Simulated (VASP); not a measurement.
The system is TlRu2.

```xyz
3
Lattice="0.0000 2.9975 2.9975 2.9975 0.0000 2.9975 2.9975 2.9975 0.0000" Properties=species:S:1:pos:R:3 pbc="T T T"
Tl    0.0000    0.0000    0.0000
Ru    1.4987    1.4987    1.4987
Ru    4.4962    4.4962    4.4962
```

```yaml
Program: VASP 6.6.1
Task: relaxation of cell and atoms
Functional: PBE
Potentials_or_basis: VASP PAW PBE potentials, release 64 (Tl_d, Ru_pv)
Cutoff: 600 eV
k_mesh: 6 × 6 × 6
Occupations: gaussian, width 0.1 eV
Spin: no spin polarisation
```

At the start: pressure 16.2 GPa; volume 17.95 Å³/atom.

Task: How do energy, volume and symmetry change on relaxing?

Result: Over 4 steps the energy falls by 82.5 meV/atom and the volume is 19.76 Å³/atom (+10.1 %); space group Fm-3m (No. 225, to 0.1 Å) before and after.

Step by step:
```tsv
step	energy change (eV)	largest force (eV/Å)	pressure (GPa)	volume (Å³)
1	0.0000	0.0000	16.25	53.86
2	0.2668	0.0000	-13.83	69.34
3	-0.2472	0.0000	-0.56	59.50
4	-0.2476	0.0000	-0.10	59.29
```

Final structure:
```
Tl Ru
1.0
     0.00000    3.09493    3.09493
     3.09493    0.00000    3.09493
     3.09493    3.09493    0.00000
Tl Ru
1 2
Cartesian
  0.0000 0.0000 0.0000
  1.5475 1.5475 1.5475
  4.6424 4.6424 4.6424
```
